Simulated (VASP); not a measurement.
# Nb (I4_1/amd) in VASP: relaxation of cell and atoms with PBE

Aim: the relaxation of cell and atoms of Nb with PBE.

Program: VASP 6.6.1. These are calculated values, not measurements. Logs are shortened: lines on timing, memory, paths and dates and some standing lists are left out, and cuts for length are marked.

**1. The cell of the first run**

The structure is tetragonal, space group I4_1/amd (No. 141). The conventional cell has a = 4.927 Å, b = 4.927 Å, c = 2.727 Å, α = 90.00°, β = 90.00°, γ = 90.00°. Within 3.4 Å of Nb (site symmetry -4m2) lie 10 Nb at 2.56 to 3.20 Å.

**2. Relaxation of cell and atoms, PBE, target pressure 28 GPa, at which the enthalpy is minimised**

INCAR reads:

```
ALGO     = Normal         # electronic algorithm
EDIFF    = 1E-6           # SCF threshold, eV
EDIFFG   = -0.005         # ionic threshold
ENCUT    = 600            # plane-wave cutoff, eV
GGA      = PE             # functional
IBRION   = 2              # ionic algorithm
ISIF     = 3              # what is computed and relaxed
ISMEAR   = -1             # smearing method
LASPH    = True           # aspherical terms in the spheres
LCHARG   = False          # write CHGCAR
LREAL    = False          # projectors in reciprocal space
LWAVE    = False          # write WAVECAR
NELM     = 80             # most SCF steps
NSW      = 32             # ionic steps
PREC     = Accurate       # precision mode
PSTRESS  = 280.0        
SIGMA    = 0.08           # smearing width, eV
```

KPOINTS reads:

```
k-points
0
Gamma
  16 16 16
```

POSCAR reads:

```
Nb
1.0
   -2.4635624390      2.4635624390      1.3634470368
    2.4635624390     -2.4635624390      1.3634470368
    2.4635624390      2.4635624390     -1.3634470368
Nb
2
Direct
   -0.3750000000     -0.1250000000     -0.2500000000
    0.3750000000      0.1250000000      0.2500000000
```

Potentials or basis: VASP PAW PBE potentials, release 64 (Nb_sv).

Run with:

```bash
> cat potpaw_PBE.64/Nb_sv/POTCAR > POTCAR
> mpirun -np 1 vasp_std > vasp.out
```

OUTCAR:

```text
EDIFF = 1E-6
   EDIFFG = -0.005
   ENCUT = 600
   GGA = PE
   IBRION = 2
   ISIF = 3
   ISMEAR = -1
   LASPH = True
   LREAL = False
   NELM = 80
   NSW = 32
   PREC = Accurate
   PSTRESS = 280.0

 ion  position               nearest neighbor table
   1  0.625  0.875  0.750-   2 2.56   2 2.56   2 2.56   2 2.56
   2  0.375  0.125  0.250-   1 2.56   1 2.56   1 2.56   1 2.56

  LATTYP: Found a body centered tetragonal cell.
 ALAT       =     4.9271248780
 C/A-ratio  =     0.5534452934

  Lattice vectors:

 A1 = (  -2.4635624390,   2.4635624390,   1.3634470368)
 A2 = (   2.4635624390,  -2.4635624390,   1.3634470368)
 A3 = (   2.4635624390,   2.4635624390,  -1.3634470368)

Analysis of symmetry for initial positions (statically):
=====================================================================
 Subroutine PRICEL returns:
 Original cell was already a primitive cell.

 Routine SETGRP: Setting up the symmetry group for a
 body centered tetragonal supercell.

 Subroutine GETGRP returns: Found 16 space group operations
 (whereof  4 operations were pure point group operations)
 out of a pool of 16 trial point group operations.

The static configuration has the point symmetry C_2h.
 The point group associated with its full space group is D_4h.

Analysis of symmetry for dynamics (positions and initial velocities):
=====================================================================
 Subroutine PRICEL returns:
 Original cell was already a primitive cell.

 Routine SETGRP: Setting up the symmetry group for a
 body centered tetragonal supercell.

 Subroutine GETGRP returns: Found 16 space group operations
 (whereof  4 operations were pure point group operations)
 out of a pool of 16 trial point group operations.

The dynamic configuration has the point symmetry C_2h.
 The point group associated with its full space group is D_4h.

 Subroutine INISYM returns: Found 16 space group operations
 (whereof  4 operations are pure point group operations),
 and found     1 'primitive' translations

----------------------------------------------------------------------------------------

                                     Primitive cell

  volume of cell :      33.0998

  direct lattice vectors                    reciprocal lattice vectors
    -2.463562439  2.463562439  1.363447037     0.000000000  0.202958120  0.366717582
     2.463562439 -2.463562439  1.363447037     0.202958120  0.000000000  0.366717582
     2.463562439  2.463562439 -1.363447037     0.202958120  0.202958120  0.000000000

  length of vectors
     3.741292237  3.741292237  3.741292237     0.419134564  0.419134564  0.287026125

  position of ions in fractional coordinates (direct lattice)
     0.625000000  0.875000000  0.750000000
     0.375000000  0.125000000  0.250000000

  ion indices of the primitive-cell ions
   primitive index   ion index
                 1           1
                 2           2

----------------------------------------------------------------------------------------

 KPOINTS: k-points

Automatic generation of k-mesh.
 Grid dimensions read from file:
 generate k-points for:   16   16   16

 Generating k-lattice:

  Cartesian coordinates                     Fractional coordinates (reciprocal lattice)
     0.000000000  0.012684882  0.022919849     0.062500000  0.000000000  0.000000000
     0.012684882  0.000000000  0.022919849     0.000000000  0.062500000  0.000000000
     0.012684882  0.012684882  0.000000000     0.000000000  0.000000000  0.062500000

  Length of vectors
     0.026195910  0.026195910  0.017939133

  Shift w.r.t. Gamma in fractional coordinates (k-lattice)
     0.000000000  0.000000000  0.000000000

 Subroutine IBZKPT returns following result:
 ===========================================

 Found    349 irreducible k-points:

 Following reciprocal coordinates:
            Coordinates               Weight
  0.000000  0.000000  0.000000      1.000000
  0.062500 -0.000000  0.000000      8.000000
  0.125000 -0.000000  0.000000      8.000000
  0.187500 -0.000000  0.000000      8.000000
  0.250000 -0.000000  0.000000      8.000000
  0.312500 -0.000000  0.000000      8.000000
[... 16 lines left out ...]
 -0.125000  0.062500 -0.000000     16.000000
 -0.062500  0.062500  0.000000      4.000000
 [... further k-points ...]
   k-points           NKPTS =    349   k-points in BZ     NKDIM =    349   number of bands    NBANDS=     17
   number of dos      NEDOS =    301   number of ions     NIONS =      2
   total plane-waves  NPLWV =  27000
   dimension x,y,z NGX =    30 NGY =   30 NGZ =   30
   dimension x,y,z NGXF=    60 NGYF=   60 NGZF=   60
   ions per type =               2
   NGX,Y,Z   is equivalent  to a cutoff of  13.33, 13.33, 13.33 a.u.
   NGXF,Y,Z  is equivalent  to a cutoff of  26.66, 26.66, 26.66 a.u.
 SYSTEM =  unknown system
   PREC   = accura    normal or accurate (medium, high low for compatibility)
   ISTART =      0    job   : 0-new  1-cont  2-samecut
   ICHARG =      2    charge: 1-file 2-atom 10-const
   ISPIN  =      1    spin polarized calculation?
   LNONCOLLINEAR =      F non collinear calculations
   LSORBIT =      F    spin-orbit coupling
   LASPH  =      T    aspherical Exc in radial PAW
   ENCUT  =  600.0 eV  44.10 Ry    6.64 a.u.   7.47  7.47  7.47*2*pi/ulx,y,z
   NELM   =     80;   NELMIN=  2; NELMDL= -5     # of ELM steps
   EDIFF  = 0.1E-05   stopping-criterion for ELM
   LREAL  =      F    real-space projection
   EDIFFG = -.5E-02   stopping-criterion for IOM
   NSW    =     32    number of steps for IOM
   IBRION =      2    ionic relax: 0-MD 1-quasi-New 2-CG
   NFREE  =      1    steps in history (QN), initial steepest desc. (CG)
   ISIF   =      3    stress and relaxation
   ISYM   =      2    0-nonsym 1-usesym 2-fastsym
   POTIM  = 0.5000    time-step for ionic-motion
   TEBEG  =    0.0;   TEEND  =   0.0 temperature during run
   PSTRESS=  280.0 pullay stress
   NELECT =      26.0000    total number of electrons
   NUPDOWN=      -1.0000    fix difference up-down
   EMIN   =  10.00;   EMAX   =-10.00  energy-range for DOS
   EFERMI =   0.00;   METHOD = LEGACY
   ISMEAR =    -1;   SIGMA  =   0.08  broadening in eV -4-tet -1-fermi 0-gaus
   EFERMI_NEDOS =   21; number of points for ismear=-14 and -15
   IALGO  =     38    algorithm
   IMIX   =      4    mixing-type and parameters
     AMIX     =   0.40;   BMIX     =  1.00
     AMIX_MAG =   1.60;   BMIX_MAG =  1.00
  volume/ion in A,a.u.               =      16.55       111.68
  Fermi-wavevector in a.u.,A,eV,Ry     =   1.510512  2.854454 31.043680  2.281646
  Thomas-Fermi vector in A             =   2.620692
   LORBIT       =      0    0 simple, 1 ext, 2 COOP (PROOUT), +10 PAW based schemes
   GGA     = PE    functional components
   LHFCALC =     F    Hartree Fock is set to
   AEXX    =    0.0000 exact exchange contribution
   IVDW    =     0    specifies the selected vdW correction
   LEPSILON=     F    determine dielectric tensor
   LRPA    =     F    only Hartree local field effects (RPA)
 conjugate gradient relaxation of ions
 non-spin polarized calculation
  energy-cutoff  :      600.00
  volume of cell :       33.10
 maximum number of plane-waves:      1126
 NGX is ok and might be reduce to    30
   NGX = 15   NGY = 15   NGZ = 15

--------------------------------------- Ionic step        1  -------------------------------------------

 number of electron      26.0000001 magnetization

 Free energy of the ion-electron system (eV)
  ---------------------------------------------------
  ext. energy  EPLUGINS =         0.00000000
  ---------------------------------------------------
  free energy    TOTEN  =       -18.84845499 eV

  energy without entropy =      -18.80764838  energy(sigma->0) =      -18.82805169

------------------------ aborting loop because EDIFF is reached ----------------------------------------

  FORCE on cell =-STRESS in cart. coord.  units (eV):
  Direction    XX          YY          ZZ          XY          YZ          ZX
  --------------------------------------------------------------------------------------
  -------------------------------------------------------------------------------------
  Total        5.7608325      5.7608325      5.7267142     -0.0000000      0.0000000      0.0000000
  in kB      278.8498515    278.8498515    277.1983769     -0.0000000      0.0000000      0.0000000
  external PRESSURE =      -1.7006400 kB  Pullay stress =     280.0000000 kB
[... 93 lines left out ...]
  FREE ENERGIE OF THE ION-ELECTRON SYSTEM (eV)
  ---------------------------------------------------
  free  energy   TOTEN  =       -18.8440371625 eV

  energy  without entropy=      -18.8032517979  energy(sigma->0) =      -18.82364448

  enthalpy is  TOTEN    =       -13.0638777464 eV   P V=        5.7801594161

[... ionic steps 4 to 7 ...]

--------------------------------------- Ionic step        8  -------------------------------------------

 number of electron      26.0000001 magnetization

------------------------ aborting loop because EDIFF is reached ----------------------------------------

  FORCE on cell =-STRESS in cart. coord.  units (eV):
  Direction    XX          YY          ZZ          XY          YZ          ZX
  --------------------------------------------------------------------------------------
  -------------------------------------------------------------------------------------
  Total        5.7755612      5.7755612      5.7612307     -0.0000000      0.0000000      0.0000000
  in kB      279.7109240    279.7109240    279.0168953     -0.0000000      0.0000000      0.0000000
  external PRESSURE =      -0.5204189 kB  Pullay stress =     280.0000000 kB
[... 61 lines left out ...]
  enthalpy is  TOTEN    =       -13.0638790349 eV   P V=        5.7811890882

--------------------------------------- Ionic step       10  -------------------------------------------

 number of electron      26.0000001 magnetization

 Free energy of the ion-electron system (eV)
  ---------------------------------------------------
  ext. energy  EPLUGINS =         0.00000000
  ---------------------------------------------------
  free energy    TOTEN  =       -18.84473634 eV

  energy without entropy =      -18.80390373  energy(sigma->0) =      -18.82432003

 E-fermi :  12.8678     XC(G=0): -12.8741

 val. band max:       12.8661296245   @ k =  -0.3750   0.5000   0.1875
 cond. band min:      12.8695545848   @ k =  -0.2500  -0.3750   0.2500
 fundamental gap:      0.0034249602
 Fermi energy:        12.8678206816

 k-point     1 :       0.0000    0.0000    0.0000
  band No.  band energies     occupation
      1     -42.0278      2.00000
      2     -41.2775      2.00000
      3     -18.7788      2.00000
      4     -18.7788      2.00000
      5     -17.0328      2.00000
      6     -17.0053      2.00000
[... 9 lines left out ...]
     16      15.4548      0.00000
     17      15.4548      0.00000
[... 443 lines left out ...]
      1     -42.0207      2.00000
      2     -41.2848      2.00000
      3     -18.7651      2.00000
      4     -18.7644      2.00000
      5     -17.0603      2.00000
      6     -17.0033      2.00000
[... 9 lines left out ...]
     16      15.5065      0.00000
     17      15.5224      0.00000

 [... further k-points ...]

------------------------ aborting loop because EDIFF is reached ----------------------------------------

  FORCE on cell =-STRESS in cart. coord.  units (eV):
  Direction    XX          YY          ZZ          XY          YZ          ZX
  --------------------------------------------------------------------------------------
  -------------------------------------------------------------------------------------
  Total        5.7781549      5.7781549      5.7788737     -0.0000000      0.0000000      0.0000000
  in kB      279.8692204    279.8692204    279.9040365     -0.0000000      0.0000000      0.0000000
  external PRESSURE =      -0.1191742 kB  Pullay stress =     280.0000000 kB
[... 17 lines left out ...]
  FREE ENERGIE OF THE ION-ELECTRON SYSTEM (eV)
  ---------------------------------------------------
  free  energy   TOTEN  =       -18.8447363389 eV

  energy  without entropy=      -18.8039037265  energy(sigma->0) =      -18.82432003

  enthalpy is  TOTEN    =       -13.0638813811 eV   P V=        5.7808549578

 reached required accuracy - stopping structural energy minimisation
```

It took 9.3 min on 1 thread of AMD EPYC 9R45 (Zen 5), shared host; peak memory 0.3 GiB.

Results:

```
Free energy                                                : -18.8447 eV
Relaxed volume                                             : 16.54 Å³/atom
Relaxed cell                                               : a = 3.741 Å, b = 3.741 Å, c = 3.741 Å, α = 97.62°, β = 97.62°, γ = 137.29°
Space group after relaxing (to 0.1 Å)                      : I4_1/amd (No. 141)
Energy change on relaxing (the run minimises the enthalpy) : +1.9 meV/atom
Ionic steps                                                : 10
Pressure after relaxing                                    : 28.0 GPa
Band gap on the k mesh                                     : zero (bands 13 and 14 overlap by 1.51 eV)
```

The path:
```tsv
step	energy change (eV)	largest force (eV/Å)	pressure (GPa)	volume (Å³)
1	0.0000	0.0000	27.83	33.10
2	0.0148	0.0000	28.47	33.02
3	0.0044	0.0000	28.00	33.07
4	0.0048	0.0000	28.03	33.07
5	0.0047	0.0000	28.03	33.07
6	0.0046	0.0000	28.05	33.07
7	0.0010	0.0000	27.88	33.09
8	0.0030	0.0000	27.95	33.08
9	0.0034	0.0000	27.97	33.08
10	0.0037	0.0000	27.99	33.08
```

Final structure:
```
Nb
1.0
    -2.46368    2.46368    1.36243
     2.46368   -2.46368    1.36243
     2.46368    2.46368   -1.36243
Nb
2
Direct
  0.62500 0.87500 0.75000
  0.37500 0.12500 0.25000
```

Caveat: the cell is relaxed towards a set pressure, so the run minimises the enthalpy, not the energy.
